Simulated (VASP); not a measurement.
The system is SiC.

```
Si C
1.0
     5.96850    0.00000    0.00000
    -2.98425    5.16888    0.00000
     0.00000    0.00000    3.73928
Si C
3 3
Cartesian
  2.9843 0.0000 1.8696
  -1.4921 2.5844 1.8696
  1.4921 2.5844 1.8696
  0.0000 0.0000 1.8696
  0.0000 0.0000 3.1230
  0.0000 0.0000 0.6163
```

| Item | Value |
| --- | --- |
| Program | VASP 6.6.1 |
| Task | relaxation of cell and atoms |
| Functional | PBE |
| Potentials or basis | VASP PAW PBE potentials, release 64 (Si, C) |
| Cutoff | 600 eV |
| k mesh | 3 × 3 × 6 |
| Occupations | gaussian, width 0.1 eV |
| Spin | no spin polarisation |

At the start: pressure -0.2 GPa; volume 19.23 Å³/atom.

Problem. Where does the relaxation end?

Solution. Over 12 steps the energy falls by 145.2 meV/atom and the volume is 16.18 Å³/atom (-15.9 %); space group P6/mmm (No. 191, to 0.05 Å).

Step by step:
```tsv
step	energy change (eV)	largest force (eV/Å)	pressure (GPa)	volume (Å³)
1	0.0000	0.4456	-0.15	115.36
2	-0.1233	1.1845	-12.05	114.26
3	-0.4187	1.1181	-7.07	114.99
4	-0.6261	4.9644	-3.72	102.53
5	-0.6442	3.5861	-5.00	105.65
6	-0.8242	1.9043	-2.44	100.43
7	-0.8677	0.7021	-0.27	97.06
8	-0.8688	0.4527	0.19	96.42
9	-0.8711	0.0371	-0.10	96.95
10	-0.8711	0.0309	-0.14	97.03
11	-0.8711	0.0410	-0.15	97.05
12	-0.8713	0.0382	-0.08	97.06
```

Final structure:
```
Si C
1.0
     5.36732    0.00000    0.00000
    -2.68366    4.64823    0.00000
     0.00000    0.00000    3.89047
Si C
3 3
Direct
  0.50000 0.00000 0.50000
  0.00000 0.50000 0.50000
  0.50000 0.50000 0.50000
  0.00000 0.00000 0.50000
  0.00000 0.00000 0.83747
  0.00000 0.00000 0.16253
```

Caveat: the k points lie up to 0.45 Å⁻¹ apart in the final cell; the volume moved by over 15 % at a fixed basis, so the end points are rough.
